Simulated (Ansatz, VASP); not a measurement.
## SiNi in VASP and in Ansatz

Contents of INCAR:

```
SYSTEM = SiNi
ALGO = Normal
EDIFF = 1E-6
ENCUT = 520
GGA = PE
ISIF = 2
ISMEAR = -1
LASPH = .True.
LCHARG = .False.
LREAL = .False.
LWAVE = .False.
NBANDS = 14
NELM = 100
PREC = Accurate
SIGMA = 0.1
```

File KPOINTS:

```
k-points
0
Gamma
  15 15 15
  0 0 0
```

The input POSCAR:

```
SiNi
1.0
    2.3258298499      0.0000000000      0.0000000000
    0.0000000000      2.3258298499      0.0000000000
    0.0000000000      0.0000000000      2.3258298499
Ni Si
1 1
Direct
    0.0000000000      0.0000000000      0.0000000000
    0.5000000000      0.5000000000      0.5000000000
```

Input for Ansatz:

```yaml
crystal:
  lattice:
    - [2.3258298499, 0.0, 0.0]
    - [0.0, 2.3258298499, 0.0]
    - [0.0, 0.0, 2.3258298499]
  atoms:
    - { symbol: Ni, position: [0.0, 0.0, 0.0] }
    - { symbol: Si, position: [0.5, 0.5, 0.5] }
kpoints:
  mp_grid: { grid: [15, 15, 15] }
  band_path:
    path:
      - [0.0, 0.0, 0.0]
      - [0.0, 0.5, 0.0]
      - [0.5, 0.5, 0.0]
      - [0.0, 0.0, 0.0]
      - [0.5, 0.5, 0.5]
      - [0.0, 0.5, 0.0]
      - [0.5, 0.5, 0.5]
      - [0.5, 0.5, 0.0]
    npoints: 8
scf:
  occupations: { method: fermi_dirac, width: 0.1 }
hamiltonian:
  xc: pbe
  pseudopotentials: { kind: all_electron, lapw: { basis_error: 0.001 } }
output:
  forces: true
  stress: true
  eigenvalues: true
  populations: true
  dos: { projected: true, de: 0.2, e_range: [-14, 8] }
```

Change from the starting cell: volume scaled by 0.55, LAPW.

Alike in both runs: task single point; functional PBE; k mesh 15 × 15 × 15; occupations fermi-dirac, width 0.1 eV; no spin polarisation.

|  | VASP | Ansatz |
| --- | --- | --- |
| version | VASP 6.6.1 | Ansatz 0.2.0 |
| potentials or method | VASP PAW PBE potentials, release 64 (Ni, Si), cutoff 520 eV | all-electron LAPW, scalar-relativistic |

VASP gave:

| Property | Result |
| --- | --- |
| pressure (GPa) | 415.5 |

Which values does Ansatz return?

Pressure (GPa): 411.5.

Both programs put the cell under a high pressure, so it lies far from rest at this level. Ansatz ran all-electron here, and VASP with PAW potentials.

Noted on VASP's run: the cell as given lies far from equilibrium.
